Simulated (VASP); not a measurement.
# AlN (P6_3mc) in VASP: a series of runs, part 2 of 2

VASP 6.6.1.

### 3 Single point, r2SCAN (strain +0.040 along x and y, +0.000 along z)

POSCAR reads:

```
AlN
1.0
    3.2309319518      0.0000000000      0.0000000000
   -1.6154659759      2.7980691482      0.0000000000
    0.0000000000      0.0000000000      4.9784048429
Al N
2 2
Direct
    0.3333333333      0.6666666667      0.0016929024
    0.6666666667      0.3333333333      0.5016929024
    0.3333333333      0.6666666667      0.3833070976
    0.6666666667      0.3333333333      0.8833070976
```

INCAR.step1 reads:

```
SYSTEM = AlN
PREC = Accurate
ENCUT = 520
ISMEAR = 0
SIGMA = 0.05
LREAL = .False.
LASPH = .True.
NELM = 100
NBANDS = 16
GGA = PE
ALGO = Normal
EDIFF = 1E-4
LWAVE = .True.
LCHARG = .False.
```

INCAR.step2 reads:

```
SYSTEM = AlN
PREC = Accurate
ENCUT = 520
EDIFF = 1E-6
ISMEAR = 0
SIGMA = 0.05
LREAL = .False.
LASPH = .True.
NELM = 100
ALGO = Normal
ISIF = 2
LWAVE = .False.
LCHARG = .False.
METAGGA = R2SCAN
LMIXTAU = .True.
NBANDS = 16
ISTART = 1
```

KPOINTS reads:

```
regular mesh
0
Gamma
  12 12 6
  0 0 0
```

Potentials or basis: VASP PAW PBE potentials, release 64 (Al, N).

Started as:

```sh
$ cat potpaw_PBE.64/Al/POTCAR potpaw_PBE.64/N/POTCAR > POTCAR
$ cp INCAR.step1 INCAR
$ mpirun -np 1 vasp_std > vasp.out
$ cp INCAR.step2 INCAR
$ mpirun -np 1 vasp_std > vasp.out
```

OUTCAR:

```text
SYSTEM = AlN
   PREC = Accurate
   ENCUT = 520
   EDIFF = 1E-6
   ISMEAR = 0
   LREAL = .False.
   LASPH = .True.
   NELM = 100
   ISIF = 2
   METAGGA = R2SCAN
   ISTART = 1

 ion  position               nearest neighbor table
   1  0.333  0.667  0.002-   3 1.90   4 1.96   4 1.96   4 1.96   2 3.11   2 3.11   2 3.11   2 3.11
                             2 3.11   2 3.11
   2  0.667  0.333  0.502-   4 1.90   3 1.96   3 1.96   3 1.96   1 3.11   1 3.11   1 3.11   1 3.11
                             1 3.11   1 3.11
   3  0.333  0.667  0.383-   1 1.90   2 1.96   2 1.96   2 1.96
   4  0.667  0.333  0.883-   2 1.90   1 1.96   1 1.96   1 1.96

  LATTYP: Found a hexagonal cell.
 ALAT       =     3.2309319518
 C/A-ratio  =     1.5408572255

  Lattice vectors:

 A1 = (   3.2309319518,   0.0000000000,   0.0000000000)
 A2 = (  -1.6154659759,   2.7980691482,   0.0000000000)
 A3 = (   0.0000000000,   0.0000000000,   4.9784048429)

Analysis of symmetry for initial positions (statically):
=====================================================================
 Subroutine PRICEL returns:
 Original cell was already a primitive cell.

 Routine SETGRP: Setting up the symmetry group for a
 hexagonal supercell.
[... 170 lines left out ...]

  energy without entropy =      -38.23397216  energy(sigma->0) =      -38.23397216

 E-fermi :   5.4982     XC(G=0): -11.0646

 val. band max:        5.2985117206   @ k =   0.0000   0.0000   0.0000
 cond. band min:       9.4119043462   @ k =   0.0000   0.0000   0.0000
 fundamental gap:      4.1133926256
 Fermi energy:         5.4982334072

 k-point     1 :       0.0000    0.0000    0.0000
  band No.  band energies     occupation
      1     -10.3296      2.00000
      2      -8.2857      2.00000
      3      -0.4259      2.00000
      4       4.2048      2.00000
      5       4.2048      2.00000
      6       4.9602      2.00000
[... 433 lines left out ...]
      3       0.4523      2.00000
      4       1.4331      2.00000
      5       2.0599      2.00000
      6       3.3397      2.00000
[... 8 lines left out ...]
     15      18.0143      0.00000
     16      19.5602      0.00000

 [... further k-points ...]
[... 5 lines left out ...]
  --------------------------------------------------------------------------------------
  -------------------------------------------------------------------------------------
  Total       -5.4368490     -5.4368490     -1.3935930      0.0000000      0.0000000     -0.0000000
  in kB     -193.5447483   -193.5447483    -49.6100951      0.0000000      0.0000000     -0.0000000
  external PRESSURE =    -145.5665306 kB  Pullay stress =       0.0000000 kB

 VOLUME and BASIS-vectors are now :
 -----------------------------------------------------------------------------
  energy-cutoff  :      520.00
  volume of cell :       45.01
      direct lattice vectors                 reciprocal lattice vectors
     3.230931952  0.000000000  0.000000000     0.309508221  0.178694655  0.000000000
    -1.615465976  2.798069148  0.000000000     0.000000000  0.357389309  0.000000000
     0.000000000  0.000000000  4.978404843     0.000000000  0.000000000  0.200867553

 POSITION                                       TOTAL-FORCE (eV/Angst)
 -----------------------------------------------------------------------------------
     -0.00000      1.86538      0.00843        -0.000000      0.000000     -0.322968
      1.61547      0.93269      2.49763         0.000000     -0.000000     -0.322968
     -0.00000      1.86538      1.90826         0.000000     -0.000000      0.322968
      1.61547      0.93269      4.39746         0.000000      0.000000      0.322968
 -----------------------------------------------------------------------------------
    total drift:                                0.000000      0.000000     -0.004134

  FREE ENERGIE OF THE ION-ELECTRON SYSTEM (eV)
  ---------------------------------------------------
  free  energy   TOTEN  =       -38.2339721560 eV

  energy  without entropy=      -38.2339721560  energy(sigma->0) =      -38.23397216
```

Run time: 85 s. Hardware: 1 thread of AMD EPYC 9R45 (Zen 5), shared host; peak memory 0.16 GiB.

Results:

```
Free energy            : -38.2340 eV
Pressure               : -14.6 GPa
Largest force          : 0.323 eV/Å
Band gap on the k mesh : 4.11 eV, direct
```

Forces in eV/Å, atoms in the order of the input:
```
Al   0.000  0.000 -0.323
Al   0.000  0.000 -0.323
N    0.000  0.000  0.323
N    0.000  0.000  0.323
```

Caveat: the cell differs from its parent crystal (strain +0.040 along x and y, +0.000 along z); the PAW data sets were made with another functional, which shifts forces and pressure a little.

### 4 Single point, r2SCAN (strain +0.080 along x and y, +0.000 along z)

Changes to POSCAR since step 3:

```diff
@@ -2,4 +2,4 @@
 1.0
-    3.2309319518      0.0000000000      0.0000000000
-   -1.6154659759      2.7980691482      0.0000000000
+    3.3551985653      0.0000000000      0.0000000000
+   -1.6775992826      2.9056871923      0.0000000000
     0.0000000000      0.0000000000      4.9784048429
```

INCAR.step1 reads:

```
PREC = Accurate
ENCUT = 520
ISMEAR = 0
SIGMA = 0.05
LREAL = F
LASPH = T
NELM = 60
NBANDS = 16
GGA = PE
ALGO = Normal
EDIFF = 1E-4
LWAVE = T
LCHARG = F
```

INCAR.step2 reads:

```
PREC = Accurate
ENCUT = 520
EDIFF = 1E-6
ISMEAR = 0
SIGMA = 0.05
LREAL = F
LASPH = T
NELM = 60
ALGO = Normal
ISIF = 2
LWAVE = F
LCHARG = F
METAGGA = R2SCAN
LMIXTAU = T
NBANDS = 16
ISTART = 1
```

KPOINTS reads:

```
Automatic mesh
0
Gamma
  12 12 6
```

Started as:

```sh
$ cat potpaw_PBE.64/Al/POTCAR potpaw_PBE.64/N/POTCAR > POTCAR
$ cp INCAR.step1 INCAR
$ mpirun -np 1 vasp_std > vasp.out
$ cp INCAR.step2 INCAR
$ mpirun -np 1 vasp_std > vasp.out
```

Run time: 1.7 min. Hardware: 1 thread of AMD EPYC 9R45 (Zen 5), shared host; peak memory 0.17 GiB.

The run converged. Its results:

```
Free energy            : -37.6664 eV
Pressure               : -23.7 GPa
Largest force          : 0.465 eV/Å
Band gap on the k mesh : 3.39 eV, direct
```

Forces in eV/Å, atoms in the order of the input:
```
Al   0.000  0.000 -0.465
Al   0.000  0.000 -0.465
N    0.000  0.000  0.465
N    0.000  0.000  0.465
```

Stress tensor (GPa, compression positive):
```
-31.31   0.00   0.00
  0.00 -31.31   0.00
  0.00   0.00  -8.54
```

Levels at points of the mesh, in eV from the valence-band top:
```csv
k point,band 4,band 5,band 6,band 7,band 8,band 9,band 10,band 11,band 12,band 13
"(0.00, 0.00, 0.00)",-1.22,-1.22,-0.37,-0.37,0.00,3.39,5.42,10.13,10.13,10.56
"(0.50, 0.00, 0.00)",-3.75,-3.21,-2.33,-1.72,-0.70,5.46,6.34,7.57,9.91,10.48
"(0.00, 0.00, 0.50)",-3.05,-0.81,-0.81,-0.81,-0.81,5.51,5.51,10.25,10.25,10.44
"(0.50, 0.00, 0.50)",-5.28,-1.61,-1.61,-1.21,-1.21,5.43,5.43,9.20,9.20,11.18
```

Caveat: the cell differs from its parent crystal (strain +0.080 along x and y, +0.000 along z); the PAW data sets were made with another functional, which shifts forces and pressure a little. A k mesh can miss the band edges.

### 5 Overview

| cell | gap on the mesh (eV) | pressure (GPa) | largest force (eV/Å) |
| --- | --- | --- | --- |
| a = 3.107, b = 3.107, c = 5.377 Å, angles 90.0, 90.0, 120.0°, 4 atoms | 4.13 | -12.5 | 0.34 |
| a = 3.231, b = 3.231, c = 4.978 Å, angles 90.0, 90.0, 120.0°, 4 atoms | 4.11 | -14.6 | 0.32 |
| a = 3.355, b = 3.355, c = 4.978 Å, angles 90.0, 90.0, 120.0°, 4 atoms | 3.39 | -23.7 | 0.47 |

Alike in all rows: task single point; level r2SCAN; potentials or basis VASP PAW PBE potentials, release 64 (Al, N); no spin polarisation; k mesh 12 × 12 × 6; cutoff (eV) 520; smearing gaussian 0.05 eV.

Caveats: the PAW data sets were made with another functional, which shifts forces and pressure a little.

Absolute energies hang on the potentials; compare differences alone.
